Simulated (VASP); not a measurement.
# LaAgS2 (R-3m) in VASP: a series of runs, part 2 of 2

VASP 6.6.1.

### 3 Single point, r2SCAN

This run uses another cell than the first one, of 23.30 Å³/atom.

POSCAR

```
LaAgS2
1.0
    2.1300357330      1.2297767038      5.9292429082
   -2.1300357330      1.2297767038      5.9292429082
    0.0000000000     -2.4595534076      5.9292429082
Ag La S
1 1 2
Direct
    1.0000000000      0.0000000000      0.0000000000
    0.5000000000      0.5000000000      0.5000000000
    0.2517964132      0.2517964132      0.2517964132
    0.7482035868      0.7482035868      0.7482035868
```

INCAR.step1

```
PREC = Accurate
ENCUT = 520
ISMEAR = 0
SIGMA = 0.01
LREAL = False
LASPH = True
NELM = 100
NBANDS = 25
GGA = PE
ALGO = Normal
EDIFF = 1E-4
LWAVE = True
LCHARG = False
```

INCAR.step2

```
PREC = Accurate
ENCUT = 520
EDIFF = 1E-6
ISMEAR = 0
SIGMA = 0.01
LREAL = False
LASPH = True
NELM = 100
ALGO = Normal
ISIF = 2
LWAVE = False
LCHARG = False
METAGGA = R2SCAN
LMIXTAU = True
NBANDS = 25
ISTART = 1
```

KPOINTS

```
regular mesh
0
Gamma
  8 8 8
```

Potentials or basis: VASP PAW PBE potentials, release 64 (Ag, La, S).

The run is started by

```bash
cat potpaw_PBE.64/Ag/POTCAR potpaw_PBE.64/La/POTCAR potpaw_PBE.64/S/POTCAR > POTCAR
cp INCAR.step1 INCAR
mpirun -np 1 vasp_std > vasp.out
cp INCAR.step2 INCAR
mpirun -np 1 vasp_std > vasp.out
```

OUTCAR:

```text
PREC = Accurate
   ENCUT = 520
   EDIFF = 1E-6
   ISMEAR = 0
   LREAL = False
   LASPH = True
   NELM = 100
   ISIF = 2
   METAGGA = R2SCAN
   ISTART = 1

 ion  position               nearest neighbor table
   1  0.000  0.000  0.000-   4 2.86   3 2.86   4 2.86   4 2.86   3 2.86   3 2.86
   2  0.500  0.500  0.500-   3 2.89   4 2.89   3 2.89   3 2.89   4 2.89   4 2.89
   3  0.252  0.252  0.252-   1 2.86   1 2.86   1 2.86   2 2.89   2 2.89   2 2.89
   4  0.748  0.748  0.748-   1 2.86   1 2.86   1 2.86   2 2.89   2 2.89   2 2.89

  LATTYP: Found a trigonal (rhomboedric) cell.
 ALAT       =     6.4191373587
 COS(alpha) =     0.7797832059

  Lattice vectors:

 A1 = (   2.1300357330,   1.2297767038,   5.9292429082)
 A2 = (  -2.1300357330,   1.2297767038,   5.9292429082)
 A3 = (   0.0000000000,  -2.4595534076,   5.9292429082)

Analysis of symmetry for initial positions (statically):
=====================================================================
 Subroutine PRICEL returns:
 Original cell was already a primitive cell.

 Routine SETGRP: Setting up the symmetry group for a
 trigonal (rhombohedral) supercell.

 Subroutine GETGRP returns: Found 12 space group operations
 (whereof 12 operations were pure point group operations)
 out of a pool of 12 trial point group operations.

The static configuration has the point symmetry D_3d.

Analysis of symmetry for dynamics (positions and initial velocities):
=====================================================================
 Subroutine PRICEL returns:
 Original cell was already a primitive cell.

 Routine SETGRP: Setting up the symmetry group for a
 trigonal (rhombohedral) supercell.

 Subroutine GETGRP returns: Found 12 space group operations
 (whereof 12 operations were pure point group operations)
 out of a pool of 12 trial point group operations.

The dynamic configuration has the point symmetry D_3d.

 Subroutine INISYM returns: Found 12 space group operations
 (whereof 12 operations are pure point group operations),
 and found     1 'primitive' translations

----------------------------------------------------------------------------------------

                                     Primitive cell

  volume of cell :      93.1888

  direct lattice vectors                    reciprocal lattice vectors
     2.130035733  1.229776704  5.929242908     0.234737846  0.135525959  0.056218532
    -2.130035733  1.229776704  5.929242908    -0.234737846  0.135525959  0.056218532
     0.000000000 -2.459553408  5.929242908     0.000000000 -0.271051917  0.056218532

  length of vectors
     6.419137359  6.419137359  6.419137359     0.276820637  0.276820637  0.276820637

  position of ions in fractional coordinates (direct lattice)
     0.000000000  0.000000000  0.000000000
     0.500000000  0.500000000  0.500000000
     0.251796413  0.251796413  0.251796413
     0.748203587  0.748203587  0.748203587

  ion indices of the primitive-cell ions
   primitive index   ion index
                 1           1
                 2           2
                 3           3
                 4           4

----------------------------------------------------------------------------------------

 KPOINTS: regular mesh

Automatic generation of k-mesh.
 Grid dimensions read from file:
 generate k-points for:    8    8    8

 Generating k-lattice:

  Cartesian coordinates                     Fractional coordinates (reciprocal lattice)
     0.029342231  0.016940745  0.007027317     0.125000000  0.000000000  0.000000000
    -0.029342231  0.016940745  0.007027317     0.000000000  0.125000000  0.000000000
     0.000000000 -0.033881490  0.007027317     0.000000000  0.000000000  0.125000000

  Length of vectors
     0.034602580  0.034602580  0.034602580

  Shift w.r.t. Gamma in fractional coordinates (k-lattice)
     0.000000000  0.000000000  0.000000000

 Subroutine IBZKPT returns following result:
 ===========================================

 Found     65 irreducible k-points:

 Following reciprocal coordinates:
            Coordinates               Weight
  0.000000  0.000000  0.000000      1.000000
  0.125000  0.000000 -0.000000      6.000000
  0.250000  0.000000 -0.000000      6.000000
  0.375000  0.000000  0.000000      6.000000
  0.500000  0.000000 -0.000000      3.000000
  0.125000  0.125000 -0.000000      6.000000
[... 16 lines left out ...]
  0.250000  0.125000  0.125000      6.000000
  0.375000  0.125000  0.125000      6.000000
 [... further k-points ...]
   k-points           NKPTS =     65   k-points in BZ     NKDIM =     65   number of bands    NBANDS=     25
   number of dos      NEDOS =    301   number of ions     NIONS =      4
   total plane-waves  NPLWV = 110592
   dimension x,y,z NGX =    48 NGY =   48 NGZ =   48
   dimension x,y,z NGXF=    96 NGYF=   96 NGZF=   96
   ions per type =               1   1   2
   NGX,Y,Z   is equivalent  to a cutoff of  12.43, 12.43, 12.43 a.u.
   NGXF,Y,Z  is equivalent  to a cutoff of  24.86, 24.86, 24.86 a.u.
 SYSTEM =  unknown system
   PREC   = accura    normal or accurate (medium, high low for compatibility)
   ISTART =      1    job   : 0-new  1-cont  2-samecut
   ICHARG =      0    charge: 1-file 2-atom 10-const
   ISPIN  =      1    spin polarized calculation?
   LNONCOLLINEAR =      F non collinear calculations
   LSORBIT =      F    spin-orbit coupling
   LASPH  =      T    aspherical Exc in radial PAW
   ENCUT  =  520.0 eV  38.22 Ry    6.18 a.u.  11.94 11.94 11.94*2*pi/ulx,y,z
   NELM   =    100;   NELMIN=  2; NELMDL=  0     # of ELM steps
   EDIFF  = 0.1E-05   stopping-criterion for ELM
   LREAL  =      F    real-space projection
   EDIFFG = 0.1E-04   stopping-criterion for IOM
   NSW    =      0    number of steps for IOM
   IBRION =     -1    ionic relax: 0-MD 1-quasi-New 2-CG
   NFREE  =      0    steps in history (QN), initial steepest desc. (CG)
   ISIF   =      2    stress and relaxation
   ISYM   =      2    0-nonsym 1-usesym 2-fastsym
   POTIM  = 0.5000    time-step for ionic-motion
   TEBEG  =    0.0;   TEEND  =   0.0 temperature during run
   PSTRESS=    0.0 pullay stress
   NELECT =      34.0000    total number of electrons
   NUPDOWN=      -1.0000    fix difference up-down
   EMIN   =  10.00;   EMAX   =-10.00  energy-range for DOS
   EFERMI =   0.00;   METHOD = LEGACY
   ISMEAR =     0;   SIGMA  =   0.01  broadening in eV -4-tet -1-fermi 0-gaus
   EFERMI_NEDOS =   21; number of points for ismear=-14 and -15
   IALGO  =     38    algorithm
   IMIX   =      4    mixing-type and parameters
     AMIX     =   0.40;   BMIX     =  1.00
     AMIX_MAG =   1.60;   BMIX_MAG =  1.00
  volume/ion in A,a.u.               =      23.30       157.22
  Fermi-wavevector in a.u.,A,eV,Ry     =   1.169804  2.210610 18.618789  1.368442
  Thomas-Fermi vector in A             =   2.306272
   LORBIT       =      0    0 simple, 1 ext, 2 COOP (PROOUT), +10 PAW based schemes
   METAGGA = R2SCAN    functional components
   LHFCALC =     F    Hartree Fock is set to
   AEXX    =    0.0000 exact exchange contribution
   IVDW    =     0    specifies the selected vdW correction
   LEPSILON=     F    determine dielectric tensor
   LRPA    =     F    only Hartree local field effects (RPA)
 non-spin polarized calculation
 Gauss-broadening in eV      SIGMA  =   0.01
  energy-cutoff  :      520.00
  volume of cell :       93.19
 maximum number of plane-waves:      2527
   NGX = 23   NGY = 23   NGZ = 23

 number of electron      34.0000001 magnetization

 Free energy of the ion-electron system (eV)
  ---------------------------------------------------
  ext. energy  EPLUGINS =         0.00000000
  ---------------------------------------------------
  free energy    TOTEN  =       -73.35379575 eV

  energy without entropy =      -73.35379575  energy(sigma->0) =      -73.35379575

 E-fermi :   5.6540     XC(G=0): -10.5548

 val. band max:        5.6039360957   @ k =   0.2500   0.2500  -0.0000
 cond. band min:       8.2062065217   @ k =   0.5000   0.5000  -0.0000
 fundamental gap:      2.6022704260
 Fermi energy:         5.6539601039

 k-point     1 :       0.0000    0.0000    0.0000
  band No.  band energies     occupation
      1     -27.1163      2.00000
      2     -10.8030      2.00000
      3     -10.2697      2.00000
      4     -10.2697      2.00000
      5      -6.8914      2.00000
      6      -5.5065      2.00000
[... 661 lines left out ...]
     24       9.4910      0.00000
     25       9.6122      0.00000

 [... further k-points ...]

------------------------ aborting loop because EDIFF is reached ----------------------------------------

  FORCE on cell =-STRESS in cart. coord.  units (eV):
  Direction    XX          YY          ZZ          XY          YZ          ZX
  --------------------------------------------------------------------------------------
  -------------------------------------------------------------------------------------
  Total       -0.1237931     -0.1237931     -0.0911957      0.0000000      0.0000000      0.0000000
  in kB       -2.1283516     -2.1283516     -1.5679098      0.0000000      0.0000000      0.0000000
  external PRESSURE =      -1.9415376 kB  Pullay stress =       0.0000000 kB

 VOLUME and BASIS-vectors are now :
 -----------------------------------------------------------------------------
  energy-cutoff  :      520.00
  volume of cell :       93.19
      direct lattice vectors                 reciprocal lattice vectors
     2.130035733  1.229776704  5.929242908     0.234737846  0.135525959  0.056218532
    -2.130035733  1.229776704  5.929242908    -0.234737846  0.135525959  0.056218532
     0.000000000 -2.459553408  5.929242908     0.000000000 -0.271051917  0.056218532

 POSITION                                       TOTAL-FORCE (eV/Angst)
 -----------------------------------------------------------------------------------
      0.00000      0.00000      0.00000        -0.000000      0.000000     -0.000000
      0.00000      0.00000      8.89386         0.000000      0.000000     -0.000000
      0.00000      0.00000      4.47889        -0.000000      0.000000     -0.008085
      0.00000      0.00000     13.30884        -0.000000     -0.000000      0.008085
 -----------------------------------------------------------------------------------
    total drift:                                0.000000      0.000000     -0.000000

  FREE ENERGIE OF THE ION-ELECTRON SYSTEM (eV)
  ---------------------------------------------------
  free  energy   TOTEN  =       -73.3537957474 eV

  energy  without entropy=      -73.3537957474  energy(sigma->0) =      -73.35379575
```

Run time: 15 min. Hardware: 1 thread of AMD EPYC 9R45 (Zen 5), shared host; peak memory 0.46 GiB.

What came out:

```yaml
Free_energy: -73.3538 eV
Pressure: -0.2 GPa
Largest_force: 0.008 eV/Å
Band_gap_on_the_k_mesh: 2.60 eV (least direct gap 2.62 eV)
```

Forces in eV/Å, atoms in the order of the input:
```
Ag   0.000  0.000  0.000
La   0.000  0.000  0.000
S    0.000  0.000 -0.008
S    0.000  0.000  0.008
```

Caveat: the PAW data sets were made with another functional, which shifts forces and pressure a little; spin-orbit coupling is left out, which moves the levels of the heavy elements. A k mesh can miss the band edges.
